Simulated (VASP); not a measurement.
# Si2Ge3 (P6/mmm) in VASP: relaxation of cell and atoms with PBE

Aim: the relaxation of cell and atoms of Si2Ge3 with PBE.

Program: VASP 6.6.1. These are calculated values, not measurements. Logs are shortened: lines on timing, memory, paths and dates and some standing lists are left out, and cuts for length are marked.

## 1. The cell of the first run

It takes space group P6/mmm (No. 191, hexagonal). The conventional cell has a = 2.756 Å, b = 2.756 Å, c = 13.643 Å, α = 90.00°, β = 90.00°, γ = 120.00°. Si (site symmetry 6mm) has 7 Si at 2.61 to 2.76 Å and 1 Ge at 2.70 Å within 3.4 Å. Within 3.6 Å of Ge (site symmetry 6mm) lie 1 Si at 2.70 Å and 7 Ge at 2.76 to 2.82 Å. Ge (site symmetry 6/mmm) has 8 Ge at 2.76 to 2.82 Å within 3.6 Å.

## 2. Relaxation of cell and atoms, PBE

File INCAR:

```
SYSTEM = Si2Ge3
ALGO     = Normal         ! electronic algorithm
EDIFF    = 1E-7           ! SCF threshold, eV
EDIFFG   = -0.01          ! ionic threshold
ENCUT    = 600            ! plane-wave cutoff, eV
GGA      = PE             ! functional
IBRION   = 2              ! ionic algorithm
ISIF     = 3              ! what is computed and relaxed
ISMEAR   = 0              ! smearing method
LASPH    = .True.         ! aspherical terms in the spheres
LCHARG   = .False.        ! write CHGCAR
LREAL    = .False.        ! projectors in reciprocal space
LWAVE    = .False.        ! write WAVECAR
NELM     = 80             ! most SCF steps
NSW      = 100            ! ionic steps
PREC     = Accurate       ! precision mode
SIGMA    = 0.1            ! smearing width, eV
```

File KPOINTS:

```
k-points
0
Gamma
  18 18 4
  0 0 0
```

File POSCAR:

```
Si2Ge3
1.0
    2.7562108281      0.0000000000      0.0000000000
   -1.3781054140      2.3869485953      0.0000000000
    0.0000000000      0.0000000000     13.6432834081
Si Ge
2 3
Direct
    0.0000000000      0.0000000000      0.5956318866
    0.0000000000      0.0000000000      0.4043681134
    0.0000000000      0.0000000000      0.7936000112
    0.0000000000      0.0000000000      0.0000000000
    0.0000000000      0.0000000000      0.2063999888
```

Potentials or basis: VASP PAW PBE potentials, release 64 (Si, Ge_d).

Command:

```console
> cat potpaw_PBE.64/Si/POTCAR potpaw_PBE.64/Ge_d/POTCAR > POTCAR
> mpirun -np 1 vasp_std > vasp.out
```

OUTCAR:

```text
SYSTEM = Si2Ge3
   EDIFF = 1E-7
   EDIFFG = -0.01
   ENCUT = 600
   GGA = PE
   IBRION = 2
   ISIF = 3
   ISMEAR = 0
   LASPH = .True.
   LREAL = .False.
   NELM = 80
   NSW = 100
   PREC = Accurate

 ion  position               nearest neighbor table
   1  0.000  0.000  0.596-   2 2.61   3 2.70
   2  0.000  0.000  0.404-   1 2.61   5 2.70
   3  0.000  0.000  0.794-   1 2.70   4 2.82
   4  0.000  0.000  0.000-   3 2.82   5 2.82
   5  0.000  0.000  0.206-   2 2.70   4 2.82

  LATTYP: Found a hexagonal cell.
 ALAT       =     2.7562108281
 C/A-ratio  =     4.9500144434

  Lattice vectors:

 A1 = (   2.7562108281,   0.0000000000,   0.0000000000)
 A2 = (  -1.3781054140,   2.3869485953,   0.0000000000)
 A3 = (   0.0000000000,   0.0000000000,  13.6432834081)

Analysis of symmetry for initial positions (statically):
=====================================================================
 Subroutine PRICEL returns:
 Original cell was already a primitive cell.

 Routine SETGRP: Setting up the symmetry group for a
 hexagonal supercell.

 Subroutine GETGRP returns: Found 24 space group operations
 (whereof 24 operations were pure point group operations)
 out of a pool of 24 trial point group operations.

The static configuration has the point symmetry D_6h.

Analysis of symmetry for dynamics (positions and initial velocities):
=====================================================================
 Subroutine PRICEL returns:
 Original cell was already a primitive cell.

 Routine SETGRP: Setting up the symmetry group for a
 hexagonal supercell.

 Subroutine GETGRP returns: Found 24 space group operations
 (whereof 24 operations were pure point group operations)
 out of a pool of 24 trial point group operations.

The dynamic configuration has the point symmetry D_6h.

 Subroutine INISYM returns: Found 24 space group operations
 (whereof 24 operations are pure point group operations),
 and found     1 'primitive' translations

----------------------------------------------------------------------------------------

                                     Primitive cell

  volume of cell :      89.7583

  direct lattice vectors                    reciprocal lattice vectors
     2.756210828  0.000000000  0.000000000     0.362816948  0.209472462  0.000000000
    -1.378105414  2.386948595  0.000000000     0.000000000  0.418944925  0.000000000
[... 108 lines left out ...]
   IALGO  =     38    algorithm
   IMIX   =      4    mixing-type and parameters
     AMIX     =   0.40;   BMIX     =  1.00
     AMIX_MAG =   1.60;   BMIX_MAG =  1.00
  volume/ion in A,a.u.               =      17.95       121.14
  Fermi-wavevector in a.u.,A,eV,Ry     =   1.347018  2.545495 24.687189  1.814457
  Thomas-Fermi vector in A             =   2.474803
   LORBIT       =      0    0 simple, 1 ext, 2 COOP (PROOUT), +10 PAW based schemes
   GGA     = PE    functional components
   LHFCALC =     F    Hartree Fock is set to
   AEXX    =    0.0000 exact exchange contribution
   IVDW    =     0    specifies the selected vdW correction
   LEPSILON=     F    determine dielectric tensor
   LRPA    =     F    only Hartree local field effects (RPA)
 conjugate gradient relaxation of ions
 non-spin polarized calculation
 Gauss-broadening in eV      SIGMA  =   0.10
  energy-cutoff  :      600.00
  volume of cell :       89.76
 maximum number of plane-waves:      3078
 NGX is ok and might be reduce to    24
   NGX = 11   NGY = 11   NGZ = 55

--------------------------------------- Ionic step        1  -------------------------------------------

 number of electron      49.9999996 magnetization

 Free energy of the ion-electron system (eV)
  ---------------------------------------------------
  ext. energy  EPLUGINS =         0.00000000
  ---------------------------------------------------
  free energy    TOTEN  =       -22.68944056 eV

  energy without entropy =      -22.67751717  energy(sigma->0) =      -22.68347886

------------------------ aborting loop because EDIFF is reached ----------------------------------------

  FORCE on cell =-STRESS in cart. coord.  units (eV):
  Direction    XX          YY          ZZ          XY          YZ          ZX
  --------------------------------------------------------------------------------------
  -------------------------------------------------------------------------------------
  Total        1.5584376      1.5584376     -4.6285985      0.0000000      0.0000000     -0.0000000
  in kB       27.8179797     27.8179797    -82.6200952      0.0000000      0.0000000     -0.0000000
  external PRESSURE =      -8.9947119 kB  Pullay stress =       0.0000000 kB
[... 98 lines left out ...]
  FREE ENERGIE OF THE ION-ELECTRON SYSTEM (eV)
  ---------------------------------------------------
  free  energy   TOTEN  =       -22.8346840722 eV

  energy  without entropy=      -22.8261774899  energy(sigma->0) =      -22.83043078

[... ionic steps 4 to 8 ...]

--------------------------------------- Ionic step        9  -------------------------------------------

 number of electron      49.9999989 magnetization

------------------------ aborting loop because EDIFF is reached ----------------------------------------
[... 73 lines left out ...]
--------------------------------------- Ionic step       11  -------------------------------------------

 number of electron      49.9999989 magnetization

 Free energy of the ion-electron system (eV)
  ---------------------------------------------------
  ext. energy  EPLUGINS =         0.00000000
  ---------------------------------------------------
  free energy    TOTEN  =       -22.83916844 eV

  energy without entropy =      -22.83017671  energy(sigma->0) =      -22.83467257

 E-fermi :   7.3854     XC(G=0): -11.0661

 val. band max:        7.3581019474   @ k =   0.3333   0.2222   0.2500
 cond. band min:       7.3908127712   @ k =   0.2222   0.1111   0.5000
 fundamental gap:      0.0327108237
 Fermi energy:         7.3854223564

 k-point     1 :       0.0000    0.0000    0.0000
  band No.  band energies     occupation
      1     -17.3808      2.00000
      2     -17.3280      2.00000
      3     -17.3280      2.00000
      4     -17.3006      2.00000
      5     -17.3006      2.00000
      6     -17.3003      2.00000
[... 781 lines left out ...]
     29      10.0171      0.00000
     30      10.0772      0.00000

 [... further k-points ...]
[... 5 lines left out ...]
  --------------------------------------------------------------------------------------
  -------------------------------------------------------------------------------------
  Total        0.0253565      0.0253565     -0.0073121      0.0000000      0.0000000      0.0000000
  in kB        0.4598194      0.4598194     -0.1325995      0.0000000      0.0000000      0.0000000
  external PRESSURE =       0.2623464 kB  Pullay stress =       0.0000000 kB
[... 20 lines left out ...]
  FREE ENERGIE OF THE ION-ELECTRON SYSTEM (eV)
  ---------------------------------------------------
  free  energy   TOTEN  =       -22.8391684370 eV

  energy  without entropy=      -22.8301767129  energy(sigma->0) =      -22.83467257

 reached required accuracy - stopping structural energy minimisation
```

OSZICAR:

```text
N       E                     dE             d eps       ncg     rms          rms(c)
DAV:   1     0.444511851963E+03    0.44451E+03   -0.26599E+04  7534   0.443E+03
DAV:   2     0.531501339863E+02   -0.39136E+03   -0.38156E+03  6660   0.891E+02
DAV:   3    -0.186569777746E+02   -0.71807E+02   -0.70300E+02  7598   0.210E+02
[... 112 lines left out ...]
DAV:   4    -0.228391681928E+02    0.14411E-05   -0.50217E-05  8102   0.105E-01    0.741E-03
DAV:   5    -0.228391680484E+02    0.14449E-06   -0.68258E-06  8974   0.511E-02    0.440E-03
DAV:   6    -0.228391683210E+02   -0.27266E-06   -0.19010E-06  8680   0.209E-02    0.166E-03
DAV:   7    -0.228391684770E+02   -0.15599E-06   -0.28895E-07  5808   0.806E-03    0.489E-04
DAV:   8    -0.228391684370E+02    0.39965E-07   -0.40610E-08  3594   0.437E-03
  11 F= -.22839168E+02 E0= -.22834673E+02  d E =-.304039E-04
```

CONTCAR:

```text
Si2Ge3
   1.00000000000000
     2.7989668247424992    0.0000000000008965   -0.0000000000000000
    -1.3994834123196969    2.4239763745551306    0.0000000000000000
    -0.0000000000000000    0.0000000000000000   13.0222429687033188
  Si              Ge
     2     3
Direct
     0.0000000000000000    0.0000000000000000    0.5939222416734886
     0.0000000000000000    1.0000000000000000    0.4060777583265112
     0.0000000000000000    0.0000000000000000    0.7909254573112153
     1.0000000000000000    0.0000000000000000    1.0000000000000000
     0.0000000000000000    1.0000000000000000    0.2090745426887848

  0.00000000E+00  0.00000000E+00  0.00000000E+00
  0.00000000E+00  0.00000000E+00  0.00000000E+00
  0.00000000E+00  0.00000000E+00  0.00000000E+00
  0.00000000E+00  0.00000000E+00  0.00000000E+00
  0.00000000E+00  0.00000000E+00  0.00000000E+00
```

Wall time 15 min (1 thread of Intel Xeon 6975P-C (Granite Rapids), shared host); peak memory 0.47 GiB.

Results:

```yaml
Free_energy: -22.8392 eV
Relaxed_volume: 17.67 Å³/atom
Relaxed_cell: a = 2.799 Å, b = 2.799 Å, c = 13.022 Å, α = 90.00°, β = 90.00°, γ = 120.00°
Space_group_after_relaxing_to_0.1_Å: P6/mmm (No. 191)
Energy_gained_by_relaxing: 29.9 meV/atom
Ionic_steps: 11
Pressure_after_relaxing: 0.0 GPa
Largest_force_after_relaxing: 0.007 eV/Å
```

Forces in eV/Å, atoms in the order of the input:
```
Si   0.000  0.000 -0.007
Si   0.000  0.000  0.007
Ge   0.000  0.000  0.002
Ge   0.000  0.000  0.000
Ge   0.000  0.000 -0.002
```

Step by step:
```
step  energy change (eV)  largest force (eV/Å)  pressure (GPa)  volume (Å³)
   1              0.0000                0.1743           -0.90        89.76
   2             -0.1449                0.1158           -0.09        88.35
   3             -0.1452                0.1151           -0.08        88.27
   4             -0.1452                0.1155           -0.03        88.31
   5             -0.1470                0.0972           -0.01        88.27
   6             -0.1492                0.0565            0.15        88.18
   7             -0.1497                0.0027           -0.10        88.51
   8             -0.1497                0.0139           -0.09        88.44
   9             -0.1497                0.0165           -0.05        88.43
  10             -0.1497                0.0154           -0.05        88.43
  11             -0.1497                0.0068            0.03        88.35
```

Final structure:
```cif
data_structure
_symmetry_space_group_name_H-M 'P 1'
_symmetry_Int_Tables_number 1
_cell_length_a 2.7990
_cell_length_b 2.7990
_cell_length_c 13.0222
_cell_angle_alpha 90.000
_cell_angle_beta 90.000
_cell_angle_gamma 120.000
_cell_volume 88.35
loop_
_atom_site_label
_atom_site_type_symbol
_atom_site_fract_x
_atom_site_fract_y
_atom_site_fract_z
_atom_site_occupancy
Si1 Si 0.00000 0.00000 0.59392 1
Si2 Si 0.00000 0.00000 0.40608 1
Ge1 Ge 0.00000 0.00000 0.79093 1
Ge2 Ge 0.00000 0.00000 0.00000 1
Ge3 Ge 0.00000 0.00000 0.20907 1
```

Caveat: the highest band is partly filled, so the run has too few bands.
